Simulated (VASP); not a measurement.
# K3Rh (P6_3/mmc) in VASP: single point with PBE

Aim: the single point of K3Rh with PBE.

Everything below comes from runs of VASP 6.6.1. Logs are shortened: lines on timing, memory, paths and dates and some standing lists are left out, and cuts for length are marked.

## (1) The cell of the first run

It takes space group P6_3/mmc (No. 194, hexagonal). The conventional cell has a = 7.996 Å, b = 7.996 Å, c = 5.529 Å, α = 90.00°, β = 90.00°, γ = 120.00°. Within 4.6 Å of K (site symmetry mm2) lie 4 Rh at 3.41 to 4.01 Å and 8 K at 3.47 to 4.53 Å. Rh (site symmetry -6m2) has 12 K at 3.41 to 4.01 Å within 4.5 Å.

## (2) Single point, PBE

File INCAR:

```
PREC = Accurate
ENCUT = 520
EDIFF = 1E-7
ISMEAR = 0
SIGMA = 0.1
LREAL = F
LASPH = T
NELM = 60
ALGO = Fast
ISIF = 2
LWAVE = F
LCHARG = F
GGA = PE
NBANDS = 52
```

File KPOINTS:

```
Automatic mesh
0
Gamma
  6 6 8
```

File POSCAR:

```
K3Rh
1.0
    7.9956552468      0.0000000000      0.0000000000
   -3.9978276234      6.9244405637      0.0000000000
    0.0000000000      0.0000000000      5.5290646713
K Rh
6 2
Direct
    0.8113091328      0.6226182657      0.2500000000
    0.1886908672      0.8113091328      0.7500000000
    0.3773817343      0.1886908672      0.2500000000
    0.1886908672      0.3773817343      0.7500000000
    0.8113091328      0.1886908672      0.2500000000
    0.6226182657      0.8113091328      0.7500000000
    0.3333333333      0.6666666667      0.2500000000
    0.6666666667      0.3333333333      0.7500000000
```

Potentials or basis: VASP PAW PBE potentials, release 64 (K_sv, Rh_pv).

On the command line:

```
$ cat potpaw_PBE.64/K_sv/POTCAR potpaw_PBE.64/Rh_pv/POTCAR > POTCAR
$ mpirun -np 1 vasp_std > vasp.out
```

OUTCAR:

```text
PREC = Accurate
   ENCUT = 520
   EDIFF = 1E-7
   ISMEAR = 0
   LREAL = F
   LASPH = T
   NELM = 60
   ISIF = 2
   GGA = PE

 ion  position               nearest neighbor table
   1  0.811  0.623  0.250-   8 3.41   8 3.41   3 3.47   5 3.47   6 3.80   6 3.80   2 3.80   2 3.80

   2  0.189  0.811  0.750-   7 3.41   7 3.41   6 3.47   4 3.47   1 3.80   1 3.80   3 3.80   3 3.80

   3  0.377  0.189  0.250-   8 3.41   8 3.41   5 3.47   1 3.47   4 3.80   4 3.80   2 3.80   2 3.80

   4  0.189  0.377  0.750-   7 3.41   7 3.41   2 3.47   6 3.47   3 3.80   3 3.80   5 3.80   5 3.80

   5  0.811  0.189  0.250-   8 3.41   8 3.41   3 3.47   1 3.47   4 3.80   4 3.80   6 3.80   6 3.80

   6  0.623  0.811  0.750-   7 3.41   7 3.41   2 3.47   4 3.47   1 3.80   1 3.80   5 3.80   5 3.80

   7  0.333  0.667  0.250-   2 3.41   2 3.41   6 3.41   6 3.41   4 3.41   4 3.41
   8  0.667  0.333  0.750-   5 3.41   5 3.41   3 3.41   3 3.41   1 3.41   1 3.41

  LATTYP: Found a hexagonal cell.
 ALAT       =     7.9956552468
 C/A-ratio  =     0.6915086382

  Lattice vectors:

 A1 = (   7.9956552468,   0.0000000000,   0.0000000000)
 A2 = (  -3.9978276234,   6.9244405637,   0.0000000000)
 A3 = (   0.0000000000,   0.0000000000,   5.5290646713)

Analysis of symmetry for initial positions (statically):
=====================================================================
 Subroutine PRICEL returns:
 Original cell was already a primitive cell.

 Routine SETGRP: Setting up the symmetry group for a
 hexagonal supercell.

 Subroutine GETGRP returns: Found 24 space group operations
 (whereof 12 operations were pure point group operations)
 out of a pool of 24 trial point group operations.

The static configuration has the point symmetry D_3d.
 The point group associated with its full space group is D_6h.

Analysis of symmetry for dynamics (positions and initial velocities):
=====================================================================
 Subroutine PRICEL returns:
 Original cell was already a primitive cell.

 Routine SETGRP: Setting up the symmetry group for a
 hexagonal supercell.

 Subroutine GETGRP returns: Found 24 space group operations
 (whereof 12 operations were pure point group operations)
 out of a pool of 24 trial point group operations.

The dynamic configuration has the point symmetry D_3d.
 The point group associated with its full space group is D_6h.

 Subroutine INISYM returns: Found 24 space group operations
 (whereof 12 operations are pure point group operations),
 and found     1 'primitive' translations

----------------------------------------------------------------------------------------

                                     Primitive cell

  volume of cell :     306.1191

  direct lattice vectors                    reciprocal lattice vectors
     7.995655247  0.000000000  0.000000000     0.125067924  0.072207999  0.000000000
    -3.997827623  6.924440564  0.000000000     0.000000000  0.144415999  0.000000000
     0.000000000  0.000000000  5.529064671     0.000000000  0.000000000  0.180862417

  length of vectors
     7.995655247  7.995655247  5.529064671     0.144415999  0.144415999  0.180862417

  position of ions in fractional coordinates (direct lattice)
     0.811309133  0.622618266  0.250000000
     0.188690867  0.811309133  0.750000000
     0.377381734  0.188690867  0.250000000
     0.188690867  0.377381734  0.750000000
     0.811309133  0.188690867  0.250000000
     0.622618266  0.811309133  0.750000000
     0.333333333  0.666666667  0.250000000
     0.666666667  0.333333333  0.750000000

  ion indices of the primitive-cell ions
   primitive index   ion index
                 1           1
                 2           2
                 3           3
                 4           4
                 5           5
                 6           6
                 7           7
                 8           8

----------------------------------------------------------------------------------------

 KPOINTS: Automatic mesh

Automatic generation of k-mesh.
 Grid dimensions read from file:
 generate k-points for:    6    6    8

 Generating k-lattice:

  Cartesian coordinates                     Fractional coordinates (reciprocal lattice)
     0.020844654  0.012034667  0.000000000     0.166666667  0.000000000  0.000000000
     0.000000000  0.024069333  0.000000000     0.000000000  0.166666667  0.000000000
     0.000000000  0.000000000  0.022607802     0.000000000  0.000000000  0.125000000

  Length of vectors
     0.024069333  0.024069333  0.022607802

  Shift w.r.t. Gamma in fractional coordinates (k-lattice)
     0.000000000  0.000000000  0.000000000

 Subroutine IBZKPT returns following result:
 ===========================================

 Found     35 irreducible k-points:

 Following reciprocal coordinates:
            Coordinates               Weight
  0.000000  0.000000  0.000000      1.000000
  0.166667 -0.000000  0.000000      6.000000
  0.333333 -0.000000  0.000000      6.000000
  0.500000 -0.000000  0.000000      3.000000
  0.166667  0.166667  0.000000      6.000000
  0.333333  0.166667  0.000000     12.000000
[... 16 lines left out ...]
  0.166667 -0.000000  0.375000     12.000000
  0.333333 -0.000000  0.375000     12.000000
 [... further k-points ...]
   k-points           NKPTS =     35   k-points in BZ     NKDIM =     35   number of bands    NBANDS=     52
   number of dos      NEDOS =    301   number of ions     NIONS =      8
   total plane-waves  NPLWV = 151200
   dimension x,y,z NGX =    60 NGY =   60 NGZ =   42
   dimension x,y,z NGXF=   120 NGYF=  120 NGZF=   84
   ions per type =               6   2
   NGX,Y,Z   is equivalent  to a cutoff of  12.48, 12.48, 12.63 a.u.
   NGXF,Y,Z  is equivalent  to a cutoff of  24.95, 24.95, 25.26 a.u.
 SYSTEM =  unknown system
   PREC   = accura    normal or accurate (medium, high low for compatibility)
   ISTART =      0    job   : 0-new  1-cont  2-samecut
   ICHARG =      2    charge: 1-file 2-atom 10-const
   ISPIN  =      1    spin polarized calculation?
   LNONCOLLINEAR =      F non collinear calculations
   LSORBIT =      F    spin-orbit coupling
   LASPH  =      T    aspherical Exc in radial PAW
   ENCUT  =  520.0 eV  38.22 Ry    6.18 a.u.  14.87 14.87 10.28*2*pi/ulx,y,z
   NELM   =     60;   NELMIN=  2; NELMDL= -5     # of ELM steps
   EDIFF  = 0.1E-06   stopping-criterion for ELM
   LREAL  =      F    real-space projection
   EDIFFG = 0.1E-05   stopping-criterion for IOM
   NSW    =      0    number of steps for IOM
   IBRION =     -1    ionic relax: 0-MD 1-quasi-New 2-CG
   NFREE  =      0    steps in history (QN), initial steepest desc. (CG)
   ISIF   =      2    stress and relaxation
   ISYM   =      2    0-nonsym 1-usesym 2-fastsym
   POTIM  = 0.5000    time-step for ionic-motion
   TEBEG  =    0.0;   TEEND  =   0.0 temperature during run
   PSTRESS=    0.0 pullay stress
   NELECT =      84.0000    total number of electrons
   NUPDOWN=      -1.0000    fix difference up-down
   EMIN   =  10.00;   EMAX   =-10.00  energy-range for DOS
   EFERMI =   0.00;   METHOD = LEGACY
   ISMEAR =     0;   SIGMA  =   0.10  broadening in eV -4-tet -1-fermi 0-gaus
   EFERMI_NEDOS =   21; number of points for ismear=-14 and -15
   IALGO  =     68    algorithm
   IMIX   =      4    mixing-type and parameters
     AMIX     =   0.40;   BMIX     =  1.00
     AMIX_MAG =   1.60;   BMIX_MAG =  1.00
  volume/ion in A,a.u.               =      38.26       258.22
  Fermi-wavevector in a.u.,A,eV,Ry     =   1.063827  2.010342 15.398101  1.131728
  Thomas-Fermi vector in A             =   2.199325
   LORBIT       =      0    0 simple, 1 ext, 2 COOP (PROOUT), +10 PAW based schemes
   GGA     = PE    functional components
   LHFCALC =     F    Hartree Fock is set to
   AEXX    =    0.0000 exact exchange contribution
   IVDW    =     0    specifies the selected vdW correction
   LEPSILON=     F    determine dielectric tensor
   LRPA    =     F    only Hartree local field effects (RPA)
 non-spin polarized calculation
 RMM-DIIS sequential band-by-band and
 Gauss-broadening in eV      SIGMA  =   0.10
  energy-cutoff  :      520.00
  volume of cell :      306.12
 maximum number of plane-waves:      8272
 NGX is ok and might be reduce to    60
   NGX = 29   NGY = 29   NGZ = 21

 number of electron      83.9999998 magnetization

 Free energy of the ion-electron system (eV)
  ---------------------------------------------------
  ext. energy  EPLUGINS =         0.00000000
  ---------------------------------------------------
  free energy    TOTEN  =       -16.06103149 eV

  energy without entropy =      -16.01607949  energy(sigma->0) =      -16.03855549

 E-fermi :   1.1996     XC(G=0):  -7.5484

 val. band max:        1.1550028553   @ k =   0.3333   0.3333   0.1250
 cond. band min:       1.2113486003   @ k =   0.3333   0.1667   0.1250
 fundamental gap:      0.0563457450
 Fermi energy:         1.1995978091

 k-point     1 :       0.0000    0.0000    0.0000
  band No.  band energies     occupation
      1     -42.9218      2.00000
      2     -42.9218      2.00000
      3     -42.9218      2.00000
      4     -42.9218      2.00000
      5     -42.8663      2.00000
      6     -42.8663      2.00000
[... 44 lines left out ...]
     51       4.7000      0.00000
     52       4.8648      0.00000

 k-point     2 :       0.1667   -0.0000    0.0000
  band No.  band energies     occupation
      1     -42.9218      2.00000
      2     -42.9218      2.00000
      3     -42.9218      2.00000
      4     -42.9218      2.00000
      5     -42.8664      2.00000
      6     -42.8663      2.00000
[... 44 lines left out ...]
     51       4.5536      0.00000
     52       4.8145      0.00000
[... 1153 lines left out ...]
     51       4.2065      0.00000
     52       4.4518      0.00000

 k-point    24 :       0.3333   -0.0000    0.3750
  band No.  band energies     occupation
      1     -42.9218      2.00000
      2     -42.9218      2.00000
      3     -42.9218      2.00000
      4     -42.9218      2.00000
      5     -42.8664      2.00000
      6     -42.8664      2.00000
[... 44 lines left out ...]
     51       4.5370      0.00000
     52       4.8091      0.00000

 [... further k-points ...]

------------------------ aborting loop because EDIFF is reached ----------------------------------------

  FORCE on cell =-STRESS in cart. coord.  units (eV):
  Direction    XX          YY          ZZ          XY          YZ          ZX
  --------------------------------------------------------------------------------------
  -------------------------------------------------------------------------------------
  Total       -0.0323517     -0.0323517     -0.0087871      0.0000000      0.0000000      0.0000000
  in kB       -0.1693233     -0.1693233     -0.0459904      0.0000000      0.0000000      0.0000000
  external PRESSURE =      -0.1282123 kB  Pullay stress =       0.0000000 kB

 VOLUME and BASIS-vectors are now :
 -----------------------------------------------------------------------------
  energy-cutoff  :      520.00
  volume of cell :      306.12
      direct lattice vectors                 reciprocal lattice vectors
     7.995655247  0.000000000  0.000000000     0.125067924  0.072207999  0.000000000
    -3.997827623  6.924440564  0.000000000     0.000000000  0.144415999  0.000000000
     0.000000000  0.000000000  5.529064671     0.000000000  0.000000000  0.180862417

 POSITION                                       TOTAL-FORCE (eV/Angst)
 -----------------------------------------------------------------------------------
      3.99783      4.31128      1.38227         0.000000      0.003723      0.000000
     -1.73477      5.61786      4.14680        -0.003224      0.001862      0.000000
      2.26306      1.30658      1.38227        -0.003224     -0.001862      0.000000
      0.00000      2.61316      4.14680         0.000000     -0.003723     -0.000000
      5.73259      1.30658      1.38227         0.003224     -0.001862     -0.000000
      1.73477      5.61786      4.14680         0.003224      0.001862     -0.000000
     -0.00000      4.61629      1.38227         0.000000     -0.000000     -0.000000
      3.99783      2.30815      4.14680         0.000000     -0.000000     -0.000000
 -----------------------------------------------------------------------------------
    total drift:                               -0.000000      0.000000      0.000000

  FREE ENERGIE OF THE ION-ELECTRON SYSTEM (eV)
  ---------------------------------------------------
  free  energy   TOTEN  =       -16.0610314889 eV

  energy  without entropy=      -16.0160794860  energy(sigma->0) =      -16.03855549
```

It took 31 min on 1 thread of Intel Xeon Platinum 8259CL at 2.50GHz (Skylake/Cascade Lake), shared host; peak memory 0.67 GiB.

Results:

- Free energy: -16.0610 eV
- Pressure: 0.0 GPa
- Largest force: 0.004 eV/Å
- Band gap on the k mesh: zero (filled and empty bands touch)

Forces in eV/Å, atoms in the order of the input:
```
K    0.000  0.004  0.000
K   -0.003  0.002  0.000
K   -0.003 -0.002  0.000
K    0.000 -0.004  0.000
K    0.003 -0.002  0.000
K    0.003  0.002  0.000
Rh   0.000  0.000  0.000
Rh   0.000  0.000  0.000
```

Levels at points of the mesh, in eV from the Fermi level:
```tsv
k point	band 38	band 39	band 40	band 41	band 42	band 43	band 44	band 45	band 46	band 47
(0.00, 0.00, 0.00)	-0.31	-0.29	-0.29	-0.09	-0.09	0.49	1.27	1.27	1.42	1.42
(0.50, 0.00, 0.00)	-0.22	-0.16	-0.16	-0.16	-0.10	0.13	0.39	1.74	1.95	2.44
(0.00, 0.00, 0.50)	-0.29	-0.12	-0.12	-0.12	-0.12	0.64	0.64	2.15	2.15	2.16
(0.50, 0.00, 0.50)	-0.27	-0.19	-0.19	-0.14	-0.14	0.19	0.19	1.31	1.31	1.75
```

The gap in the log of VASP goes by the Fermi energy; the results here count the filled bands.